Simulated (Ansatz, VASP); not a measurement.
## Cu: VASP beside Ansatz

```
Cu
1.0
     2.48893    0.00000    0.00000
    -1.24447    2.15548    0.00000
     0.00000    0.00000    2.42532
Cu
1
Direct
  0.00000 0.00000 0.00000
```

Alike in both runs: functional PBE; k mesh 21 × 21 × 18; occupations gaussian, width 0.1 eV; no spin polarisation.

Ansatz relaxed the structure, and its values are those at the end. VASP's run is a single point on that final structure, the one shown.

|  | VASP | Ansatz |
| --- | --- | --- |
| version | VASP 6.6.1 | Ansatz 0.2.0 |
| potentials or method | VASP PAW PBE potentials, release 64 (Cu_sv_GW), cutoff 820 eV | scalar-relativistic, plane waves, PAW |
| valence electrons in the cell | 19 | 19 |

```csv
,VASP,Ansatz,Ansatz less VASP
gap on the k mesh at the Fermi level (eV),none,none,-
pressure (GPa),-1.6,0.0,+1.64
```

A gap of «none» marks a metal or a gap that the smearing closes.
